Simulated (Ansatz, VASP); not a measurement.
**MoS2 in VASP and in Ansatz**

```xyz
6
Lattice="3.1690 0.0000 0.0000 -1.5845 2.7444 0.0000 0.0000 0.0000 12.3240" Properties=species:S:1:pos:R:3 pbc="T T T"
Mo    0.0000    1.8296    3.0810
Mo    1.5845    0.9148    9.2430
S     0.0000    1.8296    7.6812
S     1.5845    0.9148    1.5192
S     0.0000    1.8296   10.8048
S     1.5845    0.9148    4.6428
```

Alike in both runs: functional PBE; k mesh 12 × 12 × 3; no spin polarisation.

Ansatz relaxed the structure, and its values are those at the end. VASP's run is a single point on that final structure, the one shown.

|  | VASP | Ansatz |
| --- | --- | --- |
| version | VASP 6.6.1 | Ansatz 0.2.0 |
| potentials or method | VASP PAW PBE potentials, release 64 (Mo_sv, S), cutoff 520 eV | scalar-relativistic, plane waves, PAW |
| occupations | gaussian, width 0.01 eV | fixed |
| valence electrons in the cell | 52 | 52 |

|  | VASP | Ansatz | Ansatz less VASP |
| --- | --- | --- | --- |
| gap on the k mesh at the Fermi level (eV) | 0.90 | 0.89 | -0.014 |
| least direct gap on the mesh (eV) | 1.65 | 1.65 | -0.004 |
| pressure (GPa) | 2.2 | 2.3 | +0.12 |
| rms of the force components (eV/Å) | 0.006 | 0.000 | -0.0059 |

Ansatz's warnings: stress scf threshold loose.
